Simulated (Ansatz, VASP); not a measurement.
## Two plane-wave programs on Ti

```
CELL_PARAMETERS angstrom
-1.73235 1.73235 1.47250
1.73235 -1.73235 1.47250
1.73235 1.73235 -1.47250
ATOMIC_POSITIONS crystal
Ti 0.00000 0.00000 0.00000
```

Alike in both runs: task single point; functional LDA; k mesh 22 × 22 × 22; occupations gaussian, width 0.15 eV; no spin polarisation.

|  | VASP | Ansatz |
| --- | --- | --- |
| version | VASP 6.6.1 | Ansatz 0.2.0 |
| potentials or method | VASP PAW LDA potentials, release 64 (Ti_sv), cutoff 520 eV | scalar-relativistic, plane waves, PAW |
| valence electrons in the cell | 12 | 12 |

|  | VASP | Ansatz | Ansatz less VASP |
| --- | --- | --- | --- |
| gap on the k mesh at the Fermi level (eV) | none | none | - |
| pressure (GPa) | -10.8 | -10.8 | +0.07 |
| traceless stress, the component that is largest in VASP (GPa) | 0.16 | 0.21 | +0.043 |

LDA's correlation is that of Perdew and Zunger in VASP and of Perdew and Wang (1992) in Ansatz. A gap of «none» marks a metal or a gap that the smearing closes.
